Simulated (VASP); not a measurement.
# BaSb7O12 (a cell with a defect) (Senarmontite) in VASP: further runs

The runs below take BaSb7O12 (a cell with a defect) (Senarmontite) through electric field gradients, with PBE, r2SCAN.

Program: VASP 6.6.1. These are calculated values, not measurements. Logs are shortened: lines on timing, memory, paths and dates and some standing lists are left out, and cuts for length are marked.

### 1 The cell of the first run

The cell holds a defect, 20 atoms: a = 7.877 Å, b = 7.877 Å, c = 7.877 Å, α = 60.00°, β = 60.00°, γ = 60.00°.

### 2 Electric field gradients, PBE, collinear spin, ferromagnetic start

Input file INCAR:

```
SYSTEM = BaSb7O12
  ALGO = Normal
  EDIFF = 1E-8
  ENCUT = 520
  GGA = PE
  ISIF = 2
  ISMEAR = -1
  ISPIN = 2
  LASPH = .TRUE.
  LCHARG = .FALSE.
  LEFG = .TRUE.
  LORBIT = 11
  LREAL = Auto
  LWAVE = .FALSE.
  MAGMOM = 1 0 0 0 0 0 0 0 0 0 0 0 0 0 0 0 0 0 0 0
  NBANDS = 78
  NELM = 150
  PREC = Accurate
  SIGMA = 0.01
```

Input file KPOINTS:

```
k-points
0
G
  3 3 3
  0 0 0
```

Input file POSCAR:

```
BaSb7O12
1.0
    0.0000000000      5.5700000000      5.5700000000
    5.5700000000      0.0000000000      5.5700000000
    5.5700000000      5.5700000000      0.0000000000
Ba Sb O
1 7 12
Direct
    0.8850000000      0.8850000000      0.8850000000
    0.9050000000      0.3650000000      0.3650000000
    0.8850000000      0.8850000000      0.3450000000
    0.3650000000      0.9050000000      0.3650000000
    0.3450000000      0.8850000000      0.8850000000
    0.3650000000      0.3650000000      0.3650000000
    0.8850000000      0.3450000000      0.8850000000
    0.3650000000      0.3650000000      0.9050000000
    0.7700000000      0.2300000000      0.2300000000
    0.4800000000      0.0200000000      0.4800000000
    0.2300000000      0.7700000000      0.7700000000
    0.0200000000      0.4800000000      0.0200000000
    0.2300000000      0.7700000000      0.2300000000
    0.4800000000      0.4800000000      0.0200000000
    0.7700000000      0.2300000000      0.7700000000
    0.0200000000      0.0200000000      0.4800000000
    0.4800000000      0.0200000000      0.0200000000
    0.2300000000      0.2300000000      0.7700000000
    0.0200000000      0.4800000000      0.4800000000
    0.7700000000      0.7700000000      0.2300000000
```

Potentials or basis: VASP PAW PBE potentials, release 64 (Ba_sv, Sb, O).

On the command line:

```
> cat potpaw_PBE.64/Ba_sv/POTCAR potpaw_PBE.64/Sb/POTCAR potpaw_PBE.64/O/POTCAR > POTCAR
> mpirun -np 1 vasp_std > vasp.out
```

OUTCAR:

```text
SYSTEM = BaSb7O12
   EDIFF = 1E-8
   ENCUT = 520
   GGA = PE
   ISIF = 2
   ISMEAR = -1
   ISPIN = 2
   LASPH = .TRUE.
   LORBIT = 11
   LREAL = Auto
   NELM = 150
   PREC = Accurate

 ion  position               nearest neighbor table
   1  0.885  0.885  0.885-  11 2.22  15 2.22  20 2.22  16 2.60  17 2.60  12 2.60   3 3.62   5 3.62
                             7 3.62   2 3.94   4 3.94   2 3.94   8 3.94   4 3.94   8 3.94   7 4.25
   2  0.905  0.365  0.365-  19 2.22  16 2.22  12 2.22  15 2.60  20 2.60   9 2.60   4 3.62   6 3.62
                             8 3.62   1 3.94   1 3.94
   3  0.885  0.885  0.345-  20 2.22  13 2.22   9 2.22  19 2.60  10 2.60  16 2.60   1 3.62   5 3.62
                             7 3.62   1 4.25
   4  0.365  0.905  0.365-  10 2.22  16 2.22  17 2.22  11 2.60  20 2.60  13 2.60   2 3.62   6 3.62
                             8 3.62   1 3.94   1 3.94
   5  0.345  0.885  0.885-  11 2.22  13 2.22  18 2.22  14 2.60  10 2.60  17 2.60   1 3.62   3 3.62
                             7 3.62   1 4.25
   6  0.365  0.365  0.365-  10 2.22  14 2.22  19 2.22   9 2.60  18 2.60  13 2.60   2 3.62   4 3.62
                             8 3.62
   7  0.885  0.345  0.885-  15 2.22   9 2.22  18 2.22  14 2.60  19 2.60  12 2.60   1 3.62   3 3.62
                             5 3.62   1 4.25
   8  0.365  0.365  0.905-  14 2.22  12 2.22  17 2.22  15 2.60  11 2.60  18 2.60   2 3.62   4 3.62
                             6 3.62   1 3.94   1 3.94
   9  0.770  0.230  0.230-   3 2.22   7 2.22   6 2.60   2 2.60
  10  0.480  0.020  0.480-   4 2.22   6 2.22   3 2.60   5 2.60
  11  0.230  0.770  0.770-   5 2.22   1 2.22   8 2.60   4 2.60
  12  0.020  0.480  0.020-   2 2.22   8 2.22   1 2.60   7 2.60
  13  0.230  0.770  0.230-   3 2.22   5 2.22   6 2.60   4 2.60
  14  0.480  0.480  0.020-   8 2.22   6 2.22   7 2.60   5 2.60
  15  0.770  0.230  0.770-   7 2.22   1 2.22   8 2.60   2 2.60
  16  0.020  0.020  0.480-   2 2.22   4 2.22   1 2.60   3 2.60
  17  0.480  0.020  0.020-   4 2.22   8 2.22   1 2.60   5 2.60
  18  0.230  0.230  0.770-   5 2.22   7 2.22   6 2.60   8 2.60
  19  0.020  0.480  0.480-   2 2.22   6 2.22   3 2.60   7 2.60
  20  0.770  0.770  0.230-   3 2.22   1 2.22   2 2.60   4 2.60

  LATTYP: Found a face centered cubic cell.
 ALAT       =    11.1400000000

  Lattice vectors:

 A1 = (   0.0000000000,   5.5700000000,   5.5700000000)
 A2 = (   5.5700000000,   0.0000000000,   5.5700000000)
 A3 = (   5.5700000000,   5.5700000000,   0.0000000000)

Analysis of symmetry for initial positions (statically):
=====================================================================
 Subroutine PRICEL returns:
 Original cell was already a primitive cell.

 Routine SETGRP: Setting up the symmetry group for a
 face centered cubic supercell.

 Subroutine GETGRP returns: Found  6 space group operations
 (whereof  6 operations were pure point group operations)
 out of a pool of 48 trial point group operations.

The static configuration has the point symmetry C_3v.

Analysis of symmetry for dynamics (positions and initial velocities):
=====================================================================
 Subroutine PRICEL returns:
 Original cell was already a primitive cell.

 Routine SETGRP: Setting up the symmetry group for a
 face centered cubic supercell.

 Subroutine GETGRP returns: Found  6 space group operations
 (whereof  6 operations were pure point group operations)
 out of a pool of 48 trial point group operations.

The dynamic configuration has the point symmetry C_3v.

Analysis of structural, dynamic, and magnetic symmetry:
=====================================================================
 Subroutine PRICEL returns:
 Original cell was already a primitive cell.

 Routine SETGRP: Setting up the symmetry group for a
 face centered cubic supercell.

 Subroutine GETGRP returns: Found  6 space group operations
 (whereof  6 operations were pure point group operations)
 out of a pool of 48 trial point group operations.

The overall configuration has the point symmetry C_3v.

 Subroutine INISYM returns: Found  6 space group operations
 (whereof  6 operations are pure point group operations),
 and found     1 'primitive' translations

----------------------------------------------------------------------------------------

                                     Primitive cell

  volume of cell :     345.6174

  direct lattice vectors                    reciprocal lattice vectors
     0.000000000  5.570000000  5.570000000    -0.089766607  0.089766607  0.089766607
     5.570000000  0.000000000  5.570000000     0.089766607 -0.089766607  0.089766607
     5.570000000  5.570000000  0.000000000     0.089766607  0.089766607 -0.089766607

  length of vectors
     7.877169542  7.877169542  7.877169542     0.155480324  0.155480324  0.155480324

  position of ions in fractional coordinates (direct lattice)
     0.885000000  0.885000000  0.885000000
     0.905000000  0.365000000  0.365000000
     0.885000000  0.885000000  0.345000000
[... 125 lines left out ...]
  energy-cutoff  :      520.00
  volume of cell :      345.62
 maximum number of plane-waves:      9377
 NGX is ok and might be reduce to    60
   NGX = 29   NGY = 29   NGZ = 29

 number of electron     116.9999990 magnetization       0.0004351

 number of electron     116.9999990 magnetization      -0.0001472

 Free energy of the ion-electron system (eV)
  ---------------------------------------------------
  ext. energy  EPLUGINS =         0.00000000
  ---------------------------------------------------
  free energy    TOTEN  =      -107.76290946 eV

  energy without entropy =     -107.75593555  energy(sigma->0) =     -107.75942251

 E-fermi :   4.5095     XC(G=0):  -9.6894

 val. band max:        4.5008166505   @ k =   0.3333   0.3333  -0.3333
 cond. band min:       4.5484822503   @ k =   0.3333   0.3333   0.3333
 fundamental gap:      0.0476655997
 Fermi energy:         4.5095435373

 spin component 1

 k-point     1 :       0.0000    0.0000    0.0000
  band No.  band energies     occupation
      1     -19.9070      1.00000
      2     -13.8348      1.00000
      3     -13.1377      1.00000
      4     -13.1377      1.00000
      5     -12.9538      1.00000
      6     -12.9538      1.00000
[... 427 lines left out ...]
     69       8.7353      0.00000
     70       9.0021      0.00000
 Fermi energy:         4.5095435373

 spin component 2

 k-point     1 :       0.0000    0.0000    0.0000
  band No.  band energies     occupation
      1     -19.9070      1.00000
      2     -13.8348      1.00000
      3     -13.1377      1.00000
      4     -13.1377      1.00000
      5     -12.9538      1.00000
      6     -12.9538      1.00000
[... 427 lines left out ...]
     69       8.7353      0.00000
     70       9.0021      0.00000
 [bands above 70 left out]

------------------------ aborting loop because EDIFF is reached ----------------------------------------

  FORCE on cell =-STRESS in cart. coord.  units (eV):
  Direction    XX          YY          ZZ          XY          YZ          ZX
  --------------------------------------------------------------------------------------
  -------------------------------------------------------------------------------------
  Total       -0.2095624     -0.2095624     -0.2095624     -5.7507601     -5.7507601     -5.7507601
  in kB       -0.9714676     -0.9714676     -0.9714676    -26.6587790    -26.6587790    -26.6587790
  external PRESSURE =      -0.9714676 kB  Pullay stress =       0.0000000 kB

 VOLUME and BASIS-vectors are now :
 -----------------------------------------------------------------------------
  energy-cutoff  :      520.00
  volume of cell :      345.62
      direct lattice vectors                 reciprocal lattice vectors
     0.000000000  5.570000000  5.570000000    -0.089766607  0.089766607  0.089766607
     5.570000000  0.000000000  5.570000000     0.089766607 -0.089766607  0.089766607
     5.570000000  5.570000000  0.000000000     0.089766607  0.089766607 -0.089766607

 POSITION                                       TOTAL-FORCE (eV/Angst)
 -----------------------------------------------------------------------------------
      9.85890      9.85890      9.85890        -2.461156     -2.461156     -2.461156
      4.06610      7.07390      7.07390         1.096743     -0.725682     -0.725682
      6.85110      6.85110      9.85890         0.540490      0.540490     -1.288032
      7.07390      4.06610      7.07390        -0.725682      1.096743     -0.725682
      9.85890      6.85110      6.85110        -1.288032      0.540490      0.540490
      4.06610      4.06610      4.06610         0.860303      0.860303      0.860303
[... 12 lines left out ...]
      5.34720      2.78500      2.78500        -2.279288      0.143980      0.143980
      5.57000      5.57000      8.57780         2.962893      2.962893     -0.813957
 -----------------------------------------------------------------------------------
    total drift:                                0.001735      0.001735      0.001735

  FREE ENERGIE OF THE ION-ELECTRON SYSTEM (eV)
  ---------------------------------------------------
  free  energy   TOTEN  =      -107.7629094635 eV

  energy  without entropy=     -107.7559355541  energy(sigma->0) =     -107.75942251

 Electric field gradients (V/A^2)
---------------------------------------------------------------------
 ion       V_xx      V_yy      V_zz      V_xy      V_xz      V_yz
---------------------------------------------------------------------
   1      -0.000    -0.000    -0.000   201.553   201.553   201.553
   2      -4.922     2.461     2.461    31.630    31.630   -28.855
   3     -10.141   -10.141    20.283   -87.720    45.524    45.524
   4       2.461    -4.922     2.461    31.630   -28.855    31.630
   5      20.283   -10.141   -10.141    45.524    45.524   -87.720
   6      -0.000    -0.000     0.000   -57.650   -57.650   -57.650
[... 12 lines left out ...]
  19      85.914   -42.957   -42.957     2.839     2.839    49.285
  20     -27.376   -27.376    54.751    21.302    55.361    55.361
---------------------------------------------------------------------

 Electric field gradients after diagonalization (V/A^2)
 (convention: |V_zz| > |V_xx| > |V_yy|)
----------------------------------------------------------------------
 ion       V_xx      V_yy      V_zz     asymmetry (V_yy - V_xx)/ V_zz
----------------------------------------------------------------------
   1    -201.553  -201.553   403.105       0.000
   2      31.316    30.345   -61.660       0.016
   3      77.579    48.585  -126.164       0.230
   4      31.316    30.345   -61.660       0.016
   5      77.579    48.585  -126.164       0.230
   6      57.650    57.650  -115.301       0.000
[... 12 lines left out ...]
  19      86.116     6.126   -92.243       0.867
  20     -59.653   -48.678   108.331       0.101
----------------------------------------------------------------------

           NMR quadrupolar parameters

 Cq : quadrupolar parameter    Cq=e*Q*V_zz/h
 eta: asymmetry parameters     (V_yy - V_xx)/ V_zz
 Q  : nuclear electric quadrupole moment in mb (millibarn)
----------------------------------------------------------------------
 ion       Cq(MHz)       eta       Q (mb)
----------------------------------------------------------------------
   1       0.975       0.000       1.000
   2      -0.149       0.016       1.000
   3      -0.305       0.230       1.000
   4      -0.149       0.016       1.000
   5      -0.305       0.230       1.000
   6      -0.279       0.000       1.000
[... 12 lines left out ...]
  19      -0.223       0.867       1.000
  20       0.262       0.101       1.000
----------------------------------------------------------------------

 total charge

# of ion       s       p       d       tot
------------------------------------------
    1        2.052   5.637   0.697   8.387
    2        1.304   0.754   0.088   2.146
    3        1.289   0.779   0.086   2.154
    4        1.304   0.754   0.088   2.146
    5        1.289   0.779   0.086   2.154
    6        1.313   0.769   0.085   2.166
[... 12 lines left out ...]
   19        1.592   3.322   0.000   4.914
   20        1.596   3.352   0.000   4.948
--------------------------------------------------
tot         30.267  50.983   1.305  82.555

 magnetization (x)

# of ion       s       p       d       tot
------------------------------------------
    1        0.000   0.000  -0.000   0.000
    2        0.000  -0.000   0.000  -0.000
    3       -0.000  -0.000  -0.000  -0.000
    4        0.000  -0.000   0.000  -0.000
    5       -0.000  -0.000  -0.000  -0.000
    6       -0.000   0.000   0.000   0.000
[... 12 lines left out ...]
   19       -0.000  -0.000   0.000  -0.000
   20        0.000   0.000   0.000   0.000
--------------------------------------------------
tot         -0.000   0.000  -0.000   0.000
```

Wall time 22 min (1 thread of Intel Xeon Platinum 8259CL at 2.50GHz (Skylake/Cascade Lake), shared host); peak memory 0.77 GiB.

Results:

| Quantity | Value |
| --- | --- |
| Free energy | -107.7629 eV |
| Pressure | -0.1 GPa |
| Largest force | 4.268 eV/Å |
| Net moment | 0.00 μB per cell |
| Valence electrons inside the program's atomic spheres | Ba 8.39; Sb 2.15, 2.17; O 4.91, 4.95, 4.93 |

Forces in eV/Å, atoms in the order of the input:
```
Ba  -2.461 -2.461 -2.461
Sb   1.097 -0.726 -0.726
Sb   0.540  0.540 -1.288
Sb  -0.726  1.097 -0.726
Sb  -1.288  0.540  0.540
Sb   0.860  0.860  0.860
Sb   0.540 -1.288  0.540
Sb  -0.726 -0.726  1.097
O   -2.303 -0.062 -0.062
O    0.144 -2.279  0.144
O   -0.814  2.963  2.963
O   -0.684  2.837 -0.684
O   -0.062 -2.303 -0.062
O    0.144  0.144 -2.279
O    2.963 -0.814  2.963
O   -0.684 -0.684  2.837
O    2.837 -0.684 -0.684
O   -0.062 -0.062 -2.303
O   -2.279  0.144  0.144
O    2.963  2.963 -0.814
```

Electric field gradients, principal values (V/Å²):
```tsv
atom	least	middle	greatest (by size)
1 Ba	-201.553	-201.553	403.105
2 Sb	30.345	31.316	-61.660
3 Sb	48.585	77.579	-126.164
4 Sb	30.345	31.316	-61.660
5 Sb	48.585	77.579	-126.164
6 Sb	57.650	57.650	-115.301
7 Sb	48.585	77.579	-126.164
8 Sb	30.345	31.316	-61.660
9 O	11.080	90.470	-101.551
10 O	6.126	86.116	-92.243
11 O	-48.678	-59.653	108.331
12 O	21.949	88.752	-110.700
13 O	11.080	90.470	-101.551
14 O	6.126	86.116	-92.243
15 O	-48.678	-59.653	108.331
16 O	21.949	88.752	-110.700
17 O	21.949	88.752	-110.700
18 O	11.080	90.470	-101.551
19 O	6.126	86.116	-92.243
20 O	-48.678	-59.653	108.331
```

Caveat: without QUAD_EFG the Cq values of the log hold for a quadrupole moment of 1 mb, not for the nuclei; spin-orbit coupling is left out, which moves the levels of the heavy elements.

(Part 1 of 2 ends here.)
